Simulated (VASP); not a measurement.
LaO2F2, 10 atoms in the cell. Symmetry: P4/mbm, No. 127, tetragonal system. The conventional cell has a = 5.841 Å, b = 5.841 Å, c = 3.773 Å, α = 90.00°, β = 90.00°, γ = 90.00°. Within 3.5 Å of La (site symmetry 4/m) lie 8 O at 2.50 to 3.41 Å and 8 F at 2.80 Å. O (site symmetry m2m) has 1 O at 1.30 Å within 1.7 Å. Within 3.3 Å of F (site symmetry m2m) lie 6 O at 2.47 to 2.75 Å and 4 La at 2.80 Å and 4 F at 2.93 Å. The cell was generated, and may not be a known phase.

- Program: VASP 6.6.1
- Task: single point
- Functional: PBE
- Potentials or basis: VASP PAW PBE potentials, release 64 (La, O, F)
- Cutoff: 520 eV
- k mesh: 4 × 4 × 6
- Occupations: gaussian, width 0.1 eV
- Spin: no spin polarisation
- Dipole correction: no
- Further INCAR settings: ALGO = Normal; EDIFF = 1e-07; NBANDS = 48

Potentials or basis: VASP PAW PBE potentials, release 64 (La, O, F).

Run with:

```console
$ cat potpaw_PBE.64/La/POTCAR potpaw_PBE.64/O/POTCAR potpaw_PBE.64/F/POTCAR > POTCAR
$ mpirun -np 1 vasp_std > vasp.out
```

Hardware: 1 thread of Intel(R) Xeon(R) 6975P-C (Granite Rapids), with other jobs on the host.

How long does it take, and how much memory?

Wall time 110 s on 1 thread of Intel(R) Xeon(R) 6975P-C (Granite Rapids), on a shared host, peak memory 0.31 GiB. Counts: scf iterations 16, k points 24.
